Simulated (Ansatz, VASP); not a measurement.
## One calculation of As, two programs

```
CELL_PARAMETERS angstrom
2.78479 0.00000 0.00000
0.00000 2.78479 0.00000
0.00000 0.00000 2.70368
ATOMIC_POSITIONS crystal
As 0.50000 0.50000 0.50000
```

Change from the starting cell: strain +0.030 along x and y, +0.000 along z, atoms carried along.

Alike in both runs: task single point; functional r2SCAN; k mesh 18 × 18 × 18; occupations gaussian, width 0.15 eV; no spin polarisation.

|  | VASP | Ansatz |
| --- | --- | --- |
| version | VASP 6.6.1 | Ansatz 0.2.0 |
| potentials or method | VASP PAW PBE potentials, release 64 (As), cutoff 520 eV | scalar-relativistic, plane waves, PAW |
| valence electrons in the cell | 5 | 15 |

Ansatz gave:

```
gap on the k mesh at the Fermi level (eV)                     : none
pressure (GPa)                                                : -4.1
traceless stress, the component that is largest in VASP (GPa) : 3.30
```

Problem. Which values does VASP return?

Solution. gap on the k mesh at the Fermi level (eV): none; pressure (GPa): -4.1; traceless stress, the component that is largest in VASP (GPa): 3.31.

VASP's potentials were made for PBE, not for r2SCAN. A gap of «none» marks a metal or a gap that the smearing closes. VASP's potentials hold 5 valence electrons a cell and Ansatz's 15, so a difference there can come from the potentials and not from the codes.
